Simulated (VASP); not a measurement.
# V4O: single point with PBE

System: V4O, a slab with vacuum.

```
V O
1.0
     2.99718    0.00000    0.00000
     0.00000    2.99718    0.00000
     0.00000    0.00000   21.33338
V O
4 1
Direct
  0.50000 0.50000 0.18750
  0.00000 0.00000 0.25775
  0.50000 0.50000 0.32672
  0.00000 0.00000 0.39063
  0.37500 0.37500 0.57578
```

| Property | Result |
| --- | --- |
| Program | VASP 6.6.1 |
| Task | single point |
| Functional | PBE |
| Potentials or basis | VASP PAW PBE potentials, release 64 (V_sv, O) |
| Cutoff | 520 eV |
| k mesh | 9 × 9 × 1 |
| Occupations | gaussian, width 0.1 eV |
| Spin | no spin polarisation |

```json
{
 "Largest force": "0.574 eV/Å",
 "Band gap on the k mesh": "zero (bands 29 and 30 overlap by 0.29 eV)"
}
```

Forces on the atoms (eV/Å):
```
V    0.000  0.000  0.547
V   -0.001 -0.001 -0.574
V   -0.003 -0.003 -0.074
V    0.011  0.011  0.501
O   -0.007 -0.007 -0.399
```

Levels at points of the mesh, in eV from the Fermi level:
```
           k point  band 26  band 27  band 28  band 29  band 30  band 31  band 32  band 33
(0.00, 0.00, 0.00)     0.00     0.14     0.14     0.18     0.26     0.26     0.35     0.35
```

Run time: 5.3 min on 1 thread of AMD EPYC 9R45 96-Core Processor (Zen 5), on a shared host, peak memory 0.33 GiB.

Caveat: the run has no spin polarisation, though such a crystal can be magnetic. With open d or f shells a metallic result of PBE can be an artefact of self-interaction; +U or a hybrid may open a gap.
